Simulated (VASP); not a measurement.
Here is a VASP 6.6.1 calculation.

Contents of POSCAR:

```
Al2Au
1.0
    0.0065700000      2.9964300000      2.9644100000
    2.9991400000      0.0136400000      2.9573500000
    3.0396200000      3.0298500000     -0.0268400000
Al Au
2 1
Direct
    0.3017200000      0.2537600000      0.1846200000
    0.7680600000      0.7266100000      0.7436800000
    0.9971400000      0.9727200000      0.0173000000
```

Contents of INCAR.step1:

```
SYSTEM = Al2Au
ALGO = Normal
EDIFF = 1E-5
ENCUT = 550
GGA = PE
GGA_COMPAT = .False.
ISMEAR = -1
LASPH = .True.
LCHARG = .False.
LREAL = .False.
LWAVE = .True.
NBANDS = 16
NELM = 120
PREC = Accurate
SIGMA = 0.02
```

Contents of INCAR.step2:

```
SYSTEM = Al2Au
ALGO = Normal
EDIFF = 1E-6
ENCUT = 550
GGA_COMPAT = .False.
ISIF = 2
ISMEAR = -1
ISTART = 1
IVDW = 12
LASPH = .True.
LCHARG = .False.
LMIXTAU = .True.
LREAL = .False.
LWAVE = .False.
METAGGA = R2SCAN
NBANDS = 16
NELM = 120
PREC = Accurate
SIGMA = 0.02
VDW_A1 = 0.49484001
VDW_A2 = 5.73083694
VDW_S6 = 1.0
VDW_S8 = 0.78981345
```

Contents of KPOINTS:

```
k-points
0
Gamma
  5 5 5
  0 0 0
```

Potentials or basis: VASP PAW PBE potentials, release 64 (Al, Au).

Launch:

```bash
$ cat potpaw_PBE.64/Al/POTCAR potpaw_PBE.64/Au/POTCAR > POTCAR
$ cp INCAR.step1 INCAR
$ mpirun -np 1 vasp_std > vasp.out
$ cp INCAR.step2 INCAR
$ mpirun -np 1 vasp_std > vasp.out
```

Q: What does it give for the dispersion energy per atom?

A: -0.190 eV.

Q: Predict the largest force.

A: 1.551 eV/Å.

Q: What does it give for the pressure?

A: 1.4 GPa.

Stress tensor (GPa, compression positive):
```
 1.18 -4.83  0.70
-4.83  1.63  1.82
 0.70  1.82  1.50
```

Caveat: the k points lie up to 0.37 Å⁻¹ apart, too coarse for converged energies and pressures of a metal; the PAW data sets were made with another functional, which shifts forces and pressure a little.
